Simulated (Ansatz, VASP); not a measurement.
One calculation of H, two programs

```xyz
4
Lattice="4.0321 0.0000 0.0000 -2.0161 3.4919 0.0000 0.0000 0.0000 5.2990" Properties=species:S:1:pos:R:3 pbc="T T T"
H     0.0000    2.3280    0.9353
H     2.0161    1.1640    3.5847
H     2.0161    1.1640    4.3637
H     0.0000    2.3280    1.7142
```

Change from the starting cell: strain +0.050 along x and y, +0.050 along z, atoms carried along.

Alike in both runs: task single point; functional PBE; k mesh 9 × 9 × 6; occupations gaussian, width 0.05 eV; no spin polarisation.

|  | VASP | Ansatz |
| --- | --- | --- |
| version | VASP 6.6.1 | Ansatz 0.2.0 |
| potentials or method | VASP PAW PBE potentials, release 64 (H), cutoff 520 eV | scalar-relativistic, plane waves, PAW |
| valence electrons in the cell | 4 | 4 |

```tsv
	VASP	Ansatz	Ansatz less VASP
gap on the k mesh at the Fermi level (eV)	9.10	9.10	-0.001
least direct gap on the mesh (eV)	9.10	9.10	-0.001
pressure (GPa)	-1.1	-1.0	+0.13
traceless stress, the component that is largest in VASP (GPa)	-2.02	-1.99	+0.027
rms of the force components (eV/Å)	0.515	0.511	-0.0035
```

Atom by atom the forces differ by 0.004 eV/Å (rms over components). With one functional, cell and mesh, what is left measures potentials, basis and numerics.
